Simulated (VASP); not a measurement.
# Na3SCl (Pm-3m) in VASP: notebook

Na3SCl is run at these levels: r2SCAN+rVV10; tasks: single point, relaxation of cell and atoms.

Everything below comes from runs of VASP 6.6.1. Logs are shortened: lines on timing, memory, paths and dates and some standing lists are left out, and cuts for length are marked.

## Step 1: The cell of the first run

It takes space group Pm-3m (No. 221, cubic). The conventional cell has a = 5.161 Å, b = 5.161 Å, c = 5.161 Å, α = 90.00°, β = 90.00°, γ = 90.00°. Within 4.8 Å of Cl (site symmetry m-3m) lie 12 Na at 3.65 Å and 8 S at 4.47 Å. S (site symmetry m-3m) has 6 Na at 2.58 Å within 3.4 Å. Within 3.4 Å of Na (site symmetry 4/mmm) lie 2 S at 2.58 Å.

## Step 2: Single point, r2SCAN+rVV10

POSCAR reads:

```
Na3SCl
1.0
    5.1609474775      0.0000000000      0.0000000000
    0.0000000000      5.1609474775      0.0000000000
    0.0000000000      0.0000000000      5.1609474775
Cl S Na
1 1 3
Direct
    0.0000000000      0.0000000000      0.0000000000
    0.5000000000      0.5000000000      0.5000000000
    0.5000000000      0.5000000000      0.0000000000
    0.5000000000      0.0000000000      0.5000000000
    0.0000000000      0.5000000000      0.5000000000
```

INCAR.step1 reads:

```
SYSTEM = Na3SCl
PREC     = Accurate       ! precision mode
ENCUT    = 520            ! plane-wave cutoff, eV
ISMEAR   = -1             ! smearing method
SIGMA    = 0.03           ! smearing width, eV
LREAL    = .FALSE.        ! projectors in reciprocal space
LASPH    = .TRUE.         ! aspherical terms in the spheres
NELM     = 60             ! most SCF steps
NBANDS   = 25             ! bands
GGA      = PE             ! functional
ALGO     = Normal         ! electronic algorithm
EDIFF    = 1E-4           ! SCF threshold, eV
LWAVE    = .TRUE.         ! write WAVECAR
LCHARG   = .FALSE.        ! write CHGCAR
```

INCAR.step2 reads:

```
SYSTEM = Na3SCl
PREC     = Accurate       ! precision mode
ENCUT    = 520            ! plane-wave cutoff, eV
EDIFF    = 1E-6           ! SCF threshold, eV
ISMEAR   = -1             ! smearing method
SIGMA    = 0.03           ! smearing width, eV
LREAL    = .FALSE.        ! projectors in reciprocal space
LASPH    = .TRUE.         ! aspherical terms in the spheres
NELM     = 60             ! most SCF steps
ALGO     = Normal         ! electronic algorithm
ISIF     = 2              ! what is computed and relaxed
LWAVE    = .FALSE.        ! write WAVECAR
LCHARG   = .TRUE.         ! write CHGCAR
METAGGA  = R2SCAN         ! meta-GGA
LMIXTAU  = .TRUE.       
LUSE_VDW = .TRUE.       
IVDW_NL  = 2            
BPARAM   = 11.95        
CPARAM   = 0.0093       
LELF     = .TRUE.         ! ELF
LVHAR    = .TRUE.       
NBANDS   = 25             ! bands
ISTART   = 1
```

KPOINTS reads:

```
Automatic mesh
0
G
  4 4 4
  0 0 0
```

Potentials or basis: VASP PAW PBE potentials, release 64 (Cl, S, Na_pv).

Started as:

```
$ cat potpaw_PBE.64/Cl/POTCAR potpaw_PBE.64/S/POTCAR potpaw_PBE.64/Na_pv/POTCAR > POTCAR
$ cp INCAR.step1 INCAR
$ mpirun -np 1 vasp_std > vasp.out
$ cp INCAR.step2 INCAR
$ mpirun -np 1 vasp_std > vasp.out
```

OUTCAR:

```text
SYSTEM = Na3SCl
   PREC = Accurate
   ENCUT = 520
   EDIFF = 1E-6
   ISMEAR = -1
   LREAL = .FALSE.
   LASPH = .TRUE.
   NELM = 60
   ISIF = 2
   METAGGA = R2SCAN
   IVDW_NL = 2
   BPARAM = 11.95
   ISTART = 1

 ion  position               nearest neighbor table
   1  0.000  0.000  0.000-
   2  0.500  0.500  0.500-   3 2.58   4 2.58   5 2.58   3 2.58   4 2.58   5 2.58
   3  0.500  0.500  0.000-   2 2.58   2 2.58
   4  0.500  0.000  0.500-   2 2.58   2 2.58
   5  0.000  0.500  0.500-   2 2.58   2 2.58

  LATTYP: Found a simple cubic cell.
 ALAT       =     5.1609474775

  Lattice vectors:

 A1 = (   5.1609474775,   0.0000000000,   0.0000000000)
 A2 = (   0.0000000000,   5.1609474775,   0.0000000000)
 A3 = (   0.0000000000,   0.0000000000,   5.1609474775)

Analysis of symmetry for initial positions (statically):
=====================================================================
 Subroutine PRICEL returns:
 Original cell was already a primitive cell.

 Routine SETGRP: Setting up the symmetry group for a
 simple cubic supercell.

 Subroutine GETGRP returns: Found 48 space group operations
 (whereof 48 operations were pure point group operations)
 out of a pool of 48 trial point group operations.

The static configuration has the point symmetry O_h .

Analysis of symmetry for dynamics (positions and initial velocities):
=====================================================================
 Subroutine PRICEL returns:
 Original cell was already a primitive cell.

 Routine SETGRP: Setting up the symmetry group for a
 simple cubic supercell.

 Subroutine GETGRP returns: Found 48 space group operations
 (whereof 48 operations were pure point group operations)
 out of a pool of 48 trial point group operations.

The dynamic configuration has the point symmetry O_h .

 Subroutine INISYM returns: Found 48 space group operations
 (whereof 48 operations are pure point group operations),
 and found     1 'primitive' translations

----------------------------------------------------------------------------------------

                                     Primitive cell

  volume of cell :     137.4638

  direct lattice vectors                    reciprocal lattice vectors
     5.160947477  0.000000000  0.000000000     0.193762871  0.000000000  0.000000000
     0.000000000  5.160947477  0.000000000     0.000000000  0.193762871  0.000000000
     0.000000000  0.000000000  5.160947477     0.000000000  0.000000000  0.193762871

  length of vectors
     5.160947477  5.160947477  5.160947477     0.193762871  0.193762871  0.193762871

  position of ions in fractional coordinates (direct lattice)
     0.000000000  0.000000000  0.000000000
     0.500000000  0.500000000  0.500000000
     0.500000000  0.500000000  0.000000000
     0.500000000  0.000000000  0.500000000
     0.000000000  0.500000000  0.500000000

  ion indices of the primitive-cell ions
   primitive index   ion index
                 1           1
                 2           2
                 3           3
                 4           4
                 5           5

----------------------------------------------------------------------------------------

 KPOINTS: Automatic mesh

Automatic generation of k-mesh.
 Grid dimensions read from file:
 generate k-points for:    4    4    4

 Generating k-lattice:

  Cartesian coordinates                     Fractional coordinates (reciprocal lattice)
     0.048440718  0.000000000  0.000000000     0.250000000  0.000000000  0.000000000
     0.000000000  0.048440718  0.000000000     0.000000000  0.250000000  0.000000000
     0.000000000  0.000000000  0.048440718     0.000000000  0.000000000  0.250000000

  Length of vectors
     0.048440718  0.048440718  0.048440718

  Shift w.r.t. Gamma in fractional coordinates (k-lattice)
     0.000000000  0.000000000  0.000000000

 Subroutine IBZKPT returns following result:
 ===========================================

 Found     10 irreducible k-points:

 Following reciprocal coordinates:
            Coordinates               Weight
  0.000000  0.000000  0.000000      1.000000
  0.250000  0.000000  0.000000      6.000000
  0.500000  0.000000  0.000000      3.000000
  0.250000  0.250000  0.000000     12.000000
  0.500000  0.250000  0.000000     12.000000
  0.500000  0.500000  0.000000      3.000000
  0.250000  0.250000  0.250000      8.000000
  0.500000  0.250000  0.250000     12.000000
  0.500000  0.500000  0.250000      6.000000
  0.500000  0.500000  0.500000      1.000000
   k-points           NKPTS =     10   k-points in BZ     NKDIM =     10   number of bands    NBANDS=     25
   number of dos      NEDOS =    301   number of ions     NIONS =      5
   total plane-waves  NPLWV =  64000
   dimension x,y,z NGX =    40 NGY =   40 NGZ =   40
   dimension x,y,z NGXF=    80 NGYF=   80 NGZF=   80
   ions per type =               1   1   3
   NGX,Y,Z   is equivalent  to a cutoff of  12.88, 12.88, 12.88 a.u.
   NGXF,Y,Z  is equivalent  to a cutoff of  25.77, 25.77, 25.77 a.u.
 SYSTEM =  Na3SCl
   PREC   = accura    normal or accurate (medium, high low for compatibility)
   ISTART =      1    job   : 0-new  1-cont  2-samecut
   ICHARG =      0    charge: 1-file 2-atom 10-const
   ISPIN  =      1    spin polarized calculation?
   LNONCOLLINEAR =      F non collinear calculations
   LSORBIT =      F    spin-orbit coupling
   LASPH  =      T    aspherical Exc in radial PAW
   ENCUT  =  520.0 eV  38.22 Ry    6.18 a.u.   9.60  9.60  9.60*2*pi/ulx,y,z
   NELM   =     60;   NELMIN=  2; NELMDL=  0     # of ELM steps
   EDIFF  = 0.1E-05   stopping-criterion for ELM
   LREAL  =      F    real-space projection
   EDIFFG = 0.1E-04   stopping-criterion for IOM
   NSW    =      0    number of steps for IOM
   IBRION =     -1    ionic relax: 0-MD 1-quasi-New 2-CG
   NFREE  =      0    steps in history (QN), initial steepest desc. (CG)
   ISIF   =      2    stress and relaxation
   ISYM   =      2    0-nonsym 1-usesym 2-fastsym
   POTIM  = 0.5000    time-step for ionic-motion
   TEBEG  =    0.0;   TEEND  =   0.0 temperature during run
   PSTRESS=    0.0 pullay stress
   NELECT =      34.0000    total number of electrons
   NUPDOWN=      -1.0000    fix difference up-down
   EMIN   =  10.00;   EMAX   =-10.00  energy-range for DOS
   EFERMI =   0.00;   METHOD = LEGACY
   ISMEAR =    -1;   SIGMA  =   0.03  broadening in eV -4-tet -1-fermi 0-gaus
   EFERMI_NEDOS =   21; number of points for ismear=-14 and -15
   IALGO  =     38    algorithm
   IMIX   =      4    mixing-type and parameters
     AMIX     =   0.40;   BMIX     =  1.00
     AMIX_MAG =   1.60;   BMIX_MAG =  1.00
  volume/ion in A,a.u.               =      27.49       185.53
  Fermi-wavevector in a.u.,A,eV,Ry     =   1.027634  1.941946 14.368176  1.056031
  Thomas-Fermi vector in A             =   2.161589
   LORBIT       =      0    0 simple, 1 ext, 2 COOP (PROOUT), +10 PAW based schemes
   METAGGA = R2SCAN    functional components
   LHFCALC =     F    Hartree Fock is set to
   AEXX    =    0.0000 exact exchange contribution
   IVDW_NL    =     2    kernel type
   BPARAM     =11.9500
   IVDW    =     0    specifies the selected vdW correction
   LEPSILON=     F    determine dielectric tensor
   LRPA    =     F    only Hartree local field effects (RPA)
 non-spin polarized calculation
  energy-cutoff  :      520.00
  volume of cell :      137.46
 maximum number of plane-waves:      3743
 NGX is ok and might be reduce to    40
   NGX = 19   NGY = 19   NGZ = 19

 number of electron      34.0000062 magnetization

 Free energy of the ion-electron system (eV)
  ---------------------------------------------------
  ext. energy  EPLUGINS =         0.00000000
  ---------------------------------------------------
  free energy    TOTEN  =       -30.41818852 eV

  energy without entropy =      -30.41818852  energy(sigma->0) =      -30.41818852

 E-fermi :  -0.3390     XC(G=0):  -7.6143

 val. band max:       -1.0655224769   @ k =   0.0000   0.0000   0.0000
 cond. band min:       2.1117551256   @ k =   0.0000   0.0000   0.0000
 fundamental gap:      3.1772776025
 Fermi energy:        -0.3390157096

 k-point     1 :       0.0000    0.0000    0.0000
  band No.  band energies     occupation
      1     -23.9966      2.00000
      2     -23.9966      2.00000
      3     -23.9966      2.00000
      4     -23.9888      2.00000
      5     -23.9888      2.00000
      6     -23.9888      2.00000
[... 17 lines left out ...]
     24       8.8901      0.00000
     25       8.8901      0.00000

 k-point     2 :       0.2500    0.0000    0.0000
  band No.  band energies     occupation
      1     -23.9955      2.00000
      2     -23.9952      2.00000
      3     -23.9952      2.00000
      4     -23.9895      2.00000
      5     -23.9895      2.00000
      6     -23.9889      2.00000
[... 17 lines left out ...]
     24       8.4206      0.00000
     25       8.4752      0.00000

 k-point     3 :       0.5000    0.0000    0.0000
  band No.  band energies     occupation
      1     -23.9942      2.00000
      2     -23.9927      2.00000
      3     -23.9927      2.00000
      4     -23.9912      2.00000
      5     -23.9912      2.00000
      6     -23.9891      2.00000
[... 17 lines left out ...]
     24       8.1062      0.00000
     25       8.1062      0.00000

 k-point     4 :       0.2500    0.2500    0.0000
  band No.  band energies     occupation
      1     -23.9988      2.00000
      2     -23.9939      2.00000
      3     -23.9928      2.00000
      4     -23.9914      2.00000
      5     -23.9900      2.00000
      6     -23.9849      2.00000
[... 17 lines left out ...]
     24       7.3573      0.00000
     25       9.4467      0.00000

 k-point     5 :       0.5000    0.2500    0.0000
  band No.  band energies     occupation
      1     -24.0004      2.00000
      2     -23.9922      2.00000
      3     -23.9920      2.00000
      4     -23.9916      2.00000
      5     -23.9912      2.00000
      6     -23.9826      2.00000
[... 17 lines left out ...]
     24       8.1392      0.00000
     25       8.5459      0.00000

 k-point     6 :       0.5000    0.5000    0.0000
  band No.  band energies     occupation
      1     -24.0038      2.00000
      2     -23.9916      2.00000
      3     -23.9916      2.00000
      4     -23.9911      2.00000
      5     -23.9911      2.00000
      6     -23.9793      2.00000
[... 17 lines left out ...]
     24       9.8656      0.00000
     25       9.9581      0.00000

 k-point     7 :       0.2500    0.2500    0.2500
  band No.  band energies     occupation
      1     -23.9997      2.00000
      2     -23.9972      2.00000
      3     -23.9972      2.00000
      4     -23.9862      2.00000
      5     -23.9862      2.00000
      6     -23.9840      2.00000
[... 17 lines left out ...]
     24       9.1893      0.00000
     25       9.1893      0.00000

 k-point     8 :       0.5000    0.2500    0.2500
  band No.  band energies     occupation
      1     -24.0008      2.00000
      2     -23.9995      2.00000
      3     -23.9979      2.00000
      4     -23.9856      2.00000
      5     -23.9834      2.00000
      6     -23.9822      2.00000
[... 17 lines left out ...]
     24       9.0229      0.00000
     25       9.7598      0.00000

 k-point     9 :       0.5000    0.5000    0.2500
  band No.  band energies     occupation
      1     -24.0038      2.00000
      2     -24.0001      2.00000
      3     -24.0001      2.00000
      4     -23.9828      2.00000
      5     -23.9828      2.00000
      6     -23.9793      2.00000
[... 17 lines left out ...]
     24       9.2485      0.00000
     25      10.0775      0.00000

 k-point    10 :       0.5000    0.5000    0.5000
  band No.  band energies     occupation
      1     -24.0037      2.00000
      2     -24.0037      2.00000
      3     -24.0037      2.00000
      4     -23.9793      2.00000
      5     -23.9793      2.00000
      6     -23.9793      2.00000
[... 17 lines left out ...]
     24       8.1312      0.00000
     25       8.9883      0.00000

------------------------ aborting loop because EDIFF is reached ----------------------------------------

  FORCE on cell =-STRESS in cart. coord.  units (eV):
  Direction    XX          YY          ZZ          XY          YZ          ZX
  --------------------------------------------------------------------------------------
  -------------------------------------------------------------------------------------
  Total       -0.0669749     -0.0669749     -0.0669749      0.0000000      0.0000000     -0.0000000
  in kB       -0.7806104     -0.7806104     -0.7806104      0.0000000      0.0000000     -0.0000000
  external PRESSURE =      -0.7806104 kB  Pullay stress =       0.0000000 kB

 VOLUME and BASIS-vectors are now :
 -----------------------------------------------------------------------------
  energy-cutoff  :      520.00
  volume of cell :      137.46
      direct lattice vectors                 reciprocal lattice vectors
     5.160947477  0.000000000  0.000000000     0.193762871  0.000000000  0.000000000
     0.000000000  5.160947477  0.000000000     0.000000000  0.193762871  0.000000000
     0.000000000  0.000000000  5.160947477     0.000000000  0.000000000  0.193762871

 POSITION                                       TOTAL-FORCE (eV/Angst)
 -----------------------------------------------------------------------------------
      0.00000      0.00000      0.00000         0.000000      0.000000      0.000000
      2.58047      2.58047      2.58047         0.000000      0.000000      0.000000
      2.58047      2.58047      0.00000         0.000000      0.000000      0.000000
      2.58047      0.00000      2.58047         0.000000      0.000000      0.000000
      0.00000      2.58047      2.58047         0.000000      0.000000      0.000000
 -----------------------------------------------------------------------------------
    total drift:                               -0.000000      0.000000     -0.000000

  FREE ENERGIE OF THE ION-ELECTRON SYSTEM (eV)
  ---------------------------------------------------
  free  energy   TOTEN  =       -30.4181885161 eV

  energy  without entropy=      -30.4181885161  energy(sigma->0) =      -30.41818852
```

Wall time 2.3 min (1 thread of Intel Xeon Platinum 8488C (Sapphire Rapids), shared host); peak memory 0.5 GiB.

What came out:

| Quantity | Value |
| --- | --- |
| Free energy | -30.4182 eV |
| Pressure | -0.1 GPa |
| Band gap on the k mesh | 3.18 eV, direct |

Levels at points of the mesh, in eV from the valence-band top:
```
           k point  band 13  band 14  band 15  band 16  band 17  band 18  band 19  band 20  band 21  band 22
(0.00, 0.00, 0.00)    -1.38    -1.38     0.00     0.00     0.00     3.18     6.05     6.05     8.88     8.88
(0.50, 0.00, 0.00)    -1.27    -1.27    -0.76    -0.13    -0.13     5.40     5.50     7.00     8.12     8.12
(0.50, 0.50, 0.00)    -1.80    -1.24    -0.28    -0.28    -0.09     4.96     5.95     7.32     7.32     7.43
(0.50, 0.50, 0.50)    -1.51    -1.51    -0.63    -0.63    -0.63     6.44     6.44     6.44     7.75     7.75
```

Caveat: the PAW data sets were made with another functional, which shifts forces and pressure a little.

## Step 3: Relaxation of cell and atoms, r2SCAN+rVV10

This run uses another cell than the first one, of 27.69 Å³/atom, 1.007 times its volume.

POSCAR: that of step 2 with these lines changed.

```diff
@@ -2,5 +2,5 @@
 1.0
-    5.1609474775      0.0000000000      0.0000000000
-    0.0000000000      5.1609474775      0.0000000000
-    0.0000000000      0.0000000000      5.1609474775
+    5.1730496529      0.0000000000      0.0000000000
+    0.0000000000      5.1730496529      0.0000000000
+    0.0000000000      0.0000000000      5.1730496529
 Cl S Na
```

INCAR.step1 reads:

```
  PREC = Accurate
  ENCUT = 600
  ISMEAR = -1
  SIGMA = 0.03
  LREAL = False
  LASPH = True
  NELM = 100
  GGA = PE
  ALGO = Normal
  EDIFF = 1E-4
  LWAVE = True
  LCHARG = False
```

INCAR.step2 reads:

```
  PREC = Accurate
  ENCUT = 600
  EDIFF = 1E-7
  ISMEAR = -1
  SIGMA = 0.03
  LREAL = False
  LASPH = True
  NELM = 100
  ALGO = Normal
  ISIF = 3
  LWAVE = False
  LCHARG = False
  METAGGA = R2SCAN
  LMIXTAU = True
  LUSE_VDW = True
  IVDW_NL = 2
  BPARAM = 11.95
  CPARAM = 0.0093
  IBRION = 2
  NSW = 100
  EDIFFG = -0.01
  ISTART = 1
```

KPOINTS reads:

```
Automatic mesh
0
Gamma
  4 4 4
```

Potentials or basis: VASP PAW PBE potentials, release 64 (Cl, S, Na_pv).

Started as:

```
$ cat potpaw_PBE.64/Cl/POTCAR potpaw_PBE.64/S/POTCAR potpaw_PBE.64/Na_pv/POTCAR > POTCAR
$ cp INCAR.step1 INCAR
$ mpirun -np 1 vasp_std > vasp.out
$ cp INCAR.step2 INCAR
$ mpirun -np 1 vasp_std > vasp.out
```

It took 13 min on 1 thread of Intel Xeon 6975P-C, shared host; peak memory 0.57 GiB.

It converged, with:

```yaml
Free_energy: -30.4211 eV
Relaxed_volume: 27.47 Å³/atom
Relaxed_cell: a = 5.159 Å, b = 5.159 Å, c = 5.159 Å, α = 90.00°, β = 90.00°, γ = 90.00°
Space_group_after_relaxing_to_0.05_Å: Pm-3m (No. 221)
Energy_gained_by_relaxing: 0.2 meV/atom
Ionic_steps: 4
Pressure_after_relaxing: 0.0 GPa
Band_gap_on_the_k_mesh: 3.18 eV, direct
```

Step by step:
```tsv
step	energy change (eV)	largest force (eV/Å)	pressure (GPa)	volume (Å³)
1	0.0000	0.0000	-0.20	138.43
2	-0.0009	0.0000	-0.09	137.73
3	-0.0010	0.0000	-0.07	137.60
4	-0.0011	0.0000	-0.02	137.35
```

Final structure:
```
CELL_PARAMETERS angstrom
5.15948 0.00000 0.00000
0.00000 5.15948 0.00000
0.00000 0.00000 5.15948
ATOMIC_POSITIONS crystal
Cl 0.00000 0.00000 0.00000
S 0.50000 0.50000 0.50000
Na 0.50000 0.50000 0.00000
Na 0.50000 0.00000 0.50000
Na 0.00000 0.50000 0.50000
```

Levels at points of the mesh, in eV from the valence-band top:
| k point | band 13 | band 14 | band 15 | band 16 | band 17 | band 18 | band 19 | band 20 | band 21 |
| --- | --- | --- | --- | --- | --- | --- | --- | --- | --- |
| (0.00, 0.00, 0.00) | -1.38 | -1.38 | 0.00 | 0.00 | 0.00 | 3.18 | 6.05 | 6.05 | 8.88 |
| (0.50, 0.00, 0.00) | -1.27 | -1.27 | -0.76 | -0.13 | -0.13 | 5.40 | 5.50 | 7.00 | 8.12 |
| (0.50, 0.50, 0.00) | -1.80 | -1.24 | -0.28 | -0.28 | -0.09 | 4.96 | 5.96 | 7.33 | 7.33 |
| (0.50, 0.50, 0.50) | -1.51 | -1.51 | -0.63 | -0.63 | -0.63 | 6.44 | 6.44 | 6.44 | 7.75 |

Caveat: the PAW data sets were made with another functional, which shifts forces and pressure a little.
